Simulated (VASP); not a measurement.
Here is a VASP 6.6.1 calculation.

INCAR

```
SYSTEM = Mo
PREC = Accurate ; ENCUT = 520
EDIFF = 1E-7 ; ISMEAR = -1
SIGMA = 0.05 ; LREAL = .False.
LASPH = .True. ; NELM = 100
ALGO = Fast ; ISIF = 2
LWAVE = .False. ; LCHARG = .False.
GGA = RE ; NBANDS = 13
```

Contents of KPOINTS:

```
regular mesh
0
Gamma
  7 7 7
  0 0 0
```

File POSCAR:

```
Mo
1.0
   -1.5838089719      1.5838089719      1.5838089719
    1.5838089719     -1.5838089719      1.5838089719
    1.5838089719      1.5838089719     -1.5838089719
Mo
1
Direct
    0.0000000000      0.0000000000      0.0000000000
```

Potentials or basis: VASP PAW PBE potentials, release 64 (Mo_sv).

The run is started by

```sh
$ cat potpaw_PBE.64/Mo_sv/POTCAR > POTCAR
$ mpirun -np 1 vasp_std > vasp.out
```

Question: Estimate the band gap on the k mesh.

Answer: Zero (band 7 reaches 15.21 eV, above the bottom of band 8 at 11.05 eV).

Question: What does it give for the pressure?

Answer: 1.9 GPa.

Caveat: the k points lie up to 0.40 Å⁻¹ apart; the PAW data sets were made with another functional, which shifts forces and pressure a little.
